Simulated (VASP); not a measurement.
# Ni (Fm-3m) in VASP: a series of runs

The runs below take Ni through single point, with LDA.

All numbers are computed with VASP 6.6.1; they aren't measurements. Logs are shortened: lines on timing, memory, paths and dates and some standing lists are left out, and cuts for length are marked.

### Step 1. The cell of the first run

Symmetry: Fm-3m, No. 225, cubic system. The conventional cell has a = 3.281 Å, b = 3.281 Å, c = 3.281 Å, α = 90.00°, β = 90.00°, γ = 90.00°. Within 3.1 Å of Ni (site symmetry m-3m) lie 12 Ni at 2.32 Å.

### Step 2. Single point, LDA, collinear spin, ferromagnetic start

File INCAR:

```
SYSTEM = Ni
ALGO = Normal
EDIFF = 1E-7
ENCUT = 520
GGA = CA
ISIF = 2
ISMEAR = 0
ISPIN = 2
LASPH = .True.
LCHARG = .False.
LMAXMIX = 4
LORBIT = 11
LREAL = .False.
LWAVE = .False.
MAGMOM = 0.125
NBANDS = 15
NELM = 150
NUPDOWN = 0.125
PREC = Accurate
SIGMA = 0.15
```

File KPOINTS:

```
k-points
0
Gamma
  24 24 24
  0 0 0
```

File POSCAR:

```
Ni
1.0
    0.0000000000      1.6406882893      1.6406882893
    1.6406882893      0.0000000000      1.6406882893
    1.6406882893      1.6406882893      0.0000000000
Ni
1
Direct
    0.0000000000      0.0000000000      0.0000000000
```

Potentials or basis: VASP PAW LDA potentials, release 64 (Ni).

Launch:

```bash
$ cat potpaw_LDA.64/Ni/POTCAR > POTCAR
$ mpirun -np 1 vasp_std > vasp.out
```

OUTCAR:

```text
SYSTEM = Ni
   EDIFF = 1E-7
   ENCUT = 520
   GGA = CA
   ISIF = 2
   ISMEAR = 0
   ISPIN = 2
   LASPH = .True.
   LORBIT = 11
   LREAL = .False.
   NELM = 150
   NUPDOWN = 0.125
   PREC = Accurate

 ion  position               nearest neighbor table
   1  0.000  0.000  0.000-

  LATTYP: Found a face centered cubic cell.
 ALAT       =     3.2813765786

  Lattice vectors:

 A1 = (   0.0000000000,   1.6406882893,   1.6406882893)
 A2 = (   1.6406882893,   0.0000000000,   1.6406882893)
 A3 = (   1.6406882893,   1.6406882893,   0.0000000000)

Analysis of symmetry for initial positions (statically):
=====================================================================
 Subroutine PRICEL returns:
 Original cell was already a primitive cell.

 Routine SETGRP: Setting up the symmetry group for a
 face centered cubic supercell.

 Subroutine GETGRP returns: Found 48 space group operations
 (whereof 48 operations were pure point group operations)
 out of a pool of 48 trial point group operations.

The static configuration has the point symmetry O_h .

Analysis of symmetry for dynamics (positions and initial velocities):
=====================================================================
 Subroutine PRICEL returns:
 Original cell was already a primitive cell.

 Routine SETGRP: Setting up the symmetry group for a
 face centered cubic supercell.

 Subroutine GETGRP returns: Found 48 space group operations
 (whereof 48 operations were pure point group operations)
 out of a pool of 48 trial point group operations.

The dynamic configuration has the point symmetry O_h .

Analysis of structural, dynamic, and magnetic symmetry:
=====================================================================
 Subroutine PRICEL returns:
 Original cell was already a primitive cell.

 Routine SETGRP: Setting up the symmetry group for a
 face centered cubic supercell.

 Subroutine GETGRP returns: Found 48 space group operations
 (whereof 48 operations were pure point group operations)
 out of a pool of 48 trial point group operations.

The overall configuration has the point symmetry O_h .

 Subroutine INISYM returns: Found 48 space group operations
 (whereof 48 operations are pure point group operations),
 and found     1 'primitive' translations

----------------------------------------------------------------------------------------

                                     Primitive cell

  volume of cell :       8.8330

  direct lattice vectors                    reciprocal lattice vectors
     0.000000000  1.640688289  1.640688289    -0.304750149  0.304750149  0.304750149
     1.640688289  0.000000000  1.640688289     0.304750149 -0.304750149  0.304750149
     1.640688289  1.640688289  0.000000000     0.304750149  0.304750149 -0.304750149

  length of vectors
     2.320283630  2.320283630  2.320283630     0.527842741  0.527842741  0.527842741

  position of ions in fractional coordinates (direct lattice)
     0.000000000  0.000000000  0.000000000

  ion indices of the primitive-cell ions
   primitive index   ion index
                 1           1

----------------------------------------------------------------------------------------

 KPOINTS: k-points

Automatic generation of k-mesh.
 Grid dimensions read from file:
 generate k-points for:   24   24   24

 Generating k-lattice:

  Cartesian coordinates                     Fractional coordinates (reciprocal lattice)
    -0.012697923  0.012697923  0.012697923     0.041666667  0.000000000  0.000000000
     0.012697923 -0.012697923  0.012697923     0.000000000  0.041666667  0.000000000
     0.012697923  0.012697923 -0.012697923     0.000000000  0.000000000  0.041666667

  Length of vectors
     0.021993448  0.021993448  0.021993448

  Shift w.r.t. Gamma in fractional coordinates (k-lattice)
     0.000000000  0.000000000  0.000000000

 Subroutine IBZKPT returns following result:
 ===========================================

 Found    413 irreducible k-points:

 Following reciprocal coordinates:
            Coordinates               Weight
  0.000000  0.000000  0.000000      1.000000
  0.041667  0.000000  0.000000      8.000000
  0.083333  0.000000  0.000000      8.000000
  0.125000  0.000000  0.000000      8.000000
  0.166667  0.000000  0.000000      8.000000
  0.208333  0.000000  0.000000      8.000000
[... 16 lines left out ...]
  0.416667  0.041667  0.000000     24.000000
  0.458333  0.041667  0.000000     24.000000
 [... further k-points ...]
   k-points           NKPTS =    413   k-points in BZ     NKDIM =    413   number of bands    NBANDS=     15
   number of dos      NEDOS =    301   number of ions     NIONS =      1
   total plane-waves  NPLWV =   5832
   dimension x,y,z NGX =    18 NGY =   18 NGZ =   18
   dimension x,y,z NGXF=    36 NGYF=   36 NGZF=   36
   ions per type =               1
   NGX,Y,Z   is equivalent  to a cutoff of  12.90, 12.90, 12.90 a.u.
   NGXF,Y,Z  is equivalent  to a cutoff of  25.79, 25.79, 25.79 a.u.
 SYSTEM =  Ni
   PREC   = accura    normal or accurate (medium, high low for compatibility)
   ISTART =      0    job   : 0-new  1-cont  2-samecut
   ICHARG =      2    charge: 1-file 2-atom 10-const
   ISPIN  =      2    spin polarized calculation?
   LNONCOLLINEAR =      F non collinear calculations
   LSORBIT =      F    spin-orbit coupling
   LASPH  =      T    aspherical Exc in radial PAW
   ENCUT  =  520.0 eV  38.22 Ry    6.18 a.u.   4.31  4.31  4.31*2*pi/ulx,y,z
   NELM   =    150;   NELMIN=  2; NELMDL= -5     # of ELM steps
   EDIFF  = 0.1E-06   stopping-criterion for ELM
   LREAL  =      F    real-space projection
   EDIFFG = 0.1E-05   stopping-criterion for IOM
   NSW    =      0    number of steps for IOM
   IBRION =     -1    ionic relax: 0-MD 1-quasi-New 2-CG
   NFREE  =      0    steps in history (QN), initial steepest desc. (CG)
   ISIF   =      2    stress and relaxation
   ISYM   =      2    0-nonsym 1-usesym 2-fastsym
   POTIM  = 0.5000    time-step for ionic-motion
   TEBEG  =    0.0;   TEEND  =   0.0 temperature during run
   PSTRESS=    0.0 pullay stress
   NELECT =      10.0000    total number of electrons
   NUPDOWN=       0.1250    fix difference up-down
   EMIN   =  10.00;   EMAX   =-10.00  energy-range for DOS
   EFERMI =   0.00;   METHOD = LEGACY
   ISMEAR =     0;   SIGMA  =   0.15  broadening in eV -4-tet -1-fermi 0-gaus
   EFERMI_NEDOS =   21; number of points for ismear=-14 and -15
   IALGO  =     38    algorithm
   IMIX   =      4    mixing-type and parameters
     AMIX     =   0.40;   BMIX     =  1.00
     AMIX_MAG =   1.60;   BMIX_MAG =  1.00
  volume/ion in A,a.u.               =       8.83        59.61
  Fermi-wavevector in a.u.,A,eV,Ry     =   1.706235  3.224316 39.609779  2.911237
  Thomas-Fermi vector in A             =   2.785308
   LORBIT       =     11    0 simple, 1 ext, 2 COOP (PROOUT), +10 PAW based schemes
   GGA     = CA    functional components
   LHFCALC =     F    Hartree Fock is set to
   AEXX    =    0.0000 exact exchange contribution
   IVDW    =     0    specifies the selected vdW correction
   LEPSILON=     F    determine dielectric tensor
   LRPA    =     F    only Hartree local field effects (RPA)
 spin polarized calculation
 Gauss-broadening in eV      SIGMA  =   0.15
  energy-cutoff  :      520.00
  volume of cell :        8.83
 maximum number of plane-waves:       259
 NGX is ok and might be reduce to    18
   NGX =  9   NGY =  9   NGZ =  9

 number of electron      10.0000000 magnetization       0.1250000

 number of electron       9.9999995 magnetization       0.1250000

 Free energy of the ion-electron system (eV)
  ---------------------------------------------------
  ext. energy  EPLUGINS =         0.00000000
  ---------------------------------------------------
  free energy    TOTEN  =        -6.42620321 eV

  energy without entropy =       -6.39476861  energy(sigma->0) =       -6.41048591

 E-fermi :  12.2757     XC(G=0): -14.8929

 val. band max:       12.2740681446   @ k =   0.4167   0.1667   0.0000
 cond. band min:      12.2255813421   @ k =  -0.4583   0.3333   0.0000
 fundamental gap:     -0.0484868025
 Fermi energy:        12.2249263233

 spin component 1

 k-point     1 :       0.0000    0.0000    0.0000
  band No.  band energies     occupation
      1       1.8539      1.00000
      2       9.6293      1.00000
      3       9.6293      1.00000
      4       9.6293      1.00000
      5      11.1757      1.00000
      6      11.1757      1.00000
      7      37.8331      0.00000
      8      43.3180      0.00000
      9      43.3180      0.00000
     10      43.3180      0.00000
     11      47.3420      0.00000
     12      47.3420      0.00000
     13      47.3420      0.00000
     14      49.6777      0.00000
     15      57.6616      0.00000
[... 397 lines left out ...]
 k-point    24 :       0.4583    0.0417    0.0000
  band No.  band energies     occupation
      1       6.4195      1.00000
      2       9.5530      1.00000
      3       9.6423      1.00000
      4      10.9210      1.00000
      5      12.1481      0.76557
      6      12.4619      0.01272
      7      20.6802      0.00000
      8      36.1568      0.00000
      9      39.7480      0.00000
     10      40.5999      0.00000
     11      44.3570      0.00000
     12      44.9996      0.00000
     13      51.6578      0.00000
     14      58.3558      0.00000
     15      62.4675      0.00000

 [... further k-points ...]

 spin component 2

 k-point     1 :       0.0000    0.0000    0.0000
  band No.  band energies     occupation
      1       1.8648      1.00000
      2       9.7584      1.00000
      3       9.7584      1.00000
      4       9.7584      1.00000
      5      11.2944      1.00000
      6      11.2944      1.00000
      7      37.8328      0.00000
      8      43.3267      0.00000
      9      43.3267      0.00000
     10      43.3267      0.00000
     11      47.3811      0.00000
     12      47.3811      0.00000
     13      47.3811      0.00000
     14      49.6764      0.00000
     15      57.9691      0.00000
[... 397 lines left out ...]
 k-point    24 :       0.4583    0.0417    0.0000
  band No.  band energies     occupation
      1       6.4950      1.00000
      2       9.6664      1.00000
      3       9.7580      1.00000
      4      10.9720      1.00000
      5      12.2862      0.46059
      6      12.5708      0.00270
      7      20.7569      0.00000
      8      36.1572      0.00000
      9      39.7764      0.00000
     10      40.6273      0.00000
     11      44.3852      0.00000
     12      45.0273      0.00000
     13      51.7155      0.00000
     14      58.6239      0.00000
     15      62.5069      0.00000

 [... further k-points ...]
[... 5 lines left out ...]
  --------------------------------------------------------------------------------------
  -------------------------------------------------------------------------------------
  Total        2.3412910      2.3412910      2.3412910     -0.0000000     -0.0000000     -0.0000000
  in kB      424.6760341    424.6760341    424.6760341     -0.0000000     -0.0000000     -0.0000000
  external PRESSURE =     424.6760341 kB  Pullay stress =       0.0000000 kB

 VOLUME and BASIS-vectors are now :
 -----------------------------------------------------------------------------
  energy-cutoff  :      520.00
  volume of cell :        8.83
      direct lattice vectors                 reciprocal lattice vectors
     0.000000000  1.640688289  1.640688289    -0.304750149  0.304750149  0.304750149
     1.640688289  0.000000000  1.640688289     0.304750149 -0.304750149  0.304750149
     1.640688289  1.640688289  0.000000000     0.304750149  0.304750149 -0.304750149

 POSITION                                       TOTAL-FORCE (eV/Angst)
 -----------------------------------------------------------------------------------
      0.00000      0.00000      0.00000         0.000000      0.000000      0.000000
 -----------------------------------------------------------------------------------
    total drift:                                0.000000     -0.000000      0.000000

  FREE ENERGIE OF THE ION-ELECTRON SYSTEM (eV)
  ---------------------------------------------------
  free  energy   TOTEN  =        -6.4262032113 eV

  energy  without entropy=       -6.3947686082  energy(sigma->0) =       -6.41048591

 total charge

# of ion       s       p       d       tot
------------------------------------------
    1        0.598   0.710   8.467   9.776

 magnetization (x)

# of ion       s       p       d       tot
------------------------------------------
    1       -0.001  -0.005   0.130   0.123
```

Run time: 66 s. Hardware: 1 thread of AMD EPYC 9R45 (Zen 5), shared host; peak memory 0.15 GiB.

Results:

```yaml
Free_energy: -6.4262 eV
Pressure: 42.5 GPa
Net_moment: 0.12 μB per cell
Site_moments: Ni +0.12 μB
Valence_electrons_inside_the_program's_atomic_spheres: Ni 9.78
```

Caveat: the total moment is fixed, so each spin has its own Fermi level.

### Step 3. Single point, LDA, collinear spin, ferromagnetic start

File INCAR:

```
  ALGO = Fast
  EDIFF = 1E-6
  ENCUT = 520
  GGA = CA
  ISIF = 2
  ISMEAR = 0
  ISPIN = 2
  LASPH = True
  LCHARG = False
  LMAXMIX = 4
  LORBIT = 11
  LREAL = False
  LWAVE = False
  MAGMOM = 0.375
  NBANDS = 15
  NELM = 150
  NUPDOWN = 0.375
  PREC = Accurate
  SIGMA = 0.15
```

File KPOINTS:

```
k-points
0
Gamma
  24 24 24
```

POSCAR is that of step 2.

Potentials or basis: VASP PAW LDA potentials, release 64 (Ni).

Launch:

```bash
$ cat potpaw_LDA.64/Ni/POTCAR > POTCAR
$ mpirun -np 1 vasp_std > vasp.out
```

Wall time 75 s (1 thread of AMD EPYC 9R45 (Zen 5), shared host); peak memory 0.16 GiB.

The run converged. Its results:

| Item | Value |
| --- | --- |
| Free energy | -6.4378 eV |
| Pressure | 43.1 GPa |
| Net moment | 0.38 μB per cell |
| Site moments | Ni +0.37 μB |
| Valence electrons inside the program's atomic spheres | Ni 9.78 |

Caveat: the total moment is fixed, so each spin has its own Fermi level.
